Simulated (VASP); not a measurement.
A run of VASP 6.6.1 is set up as follows.

File INCAR:

```
SYSTEM = MnHg
  ALGO = Normal
  EDIFF = 1E-7
  ENCUT = 520
  GGA = PE
  ISIF = 2
  ISMEAR = -1
  ISPIN = 2
  LASPH = .TRUE.
  LCHARG = .TRUE.
  LELF = .TRUE.
  LMAXMIX = 4
  LORBIT = 11
  LREAL = .FALSE.
  LVHAR = .TRUE.
  LWAVE = .FALSE.
  MAGMOM = 4 -4 0 0
  NBANDS = 37
  NELM = 150
  PREC = Accurate
  SIGMA = 0.1
```

The input KPOINTS:

```
k-points
0
G
  9 9 5
  0 0 0
```

Contents of POSCAR:

```
MnHg
1.0
    3.3150000000      0.0000000000      0.0000000000
    0.0000000000      3.3150000000      0.0000000000
    0.0000000000      0.0000000000      6.6300000000
Mn Hg
2 2
Direct
    0.5000000000      0.5000000000      0.2500000000
    0.5000000000      0.5000000000      0.7500000000
    0.0000000000      0.0000000000      0.0000000000
    0.0000000000      0.0000000000      0.5000000000
```

Potentials or basis: VASP PAW PBE potentials, release 64 (Mn_pv, Hg).

Run with:

```sh
$ cat potpaw_PBE.64/Mn_pv/POTCAR potpaw_PBE.64/Hg/POTCAR > POTCAR
$ mpirun -np 1 vasp_std > vasp.out
```

(1) What does it give for the net moment?

(2) Predict the pressure.

Answers

(1) 0.00 μB per cell.

(2) 0.5 GPa.

Caveat: the antiferromagnetic order is the one typed at the start, and another may lie lower.
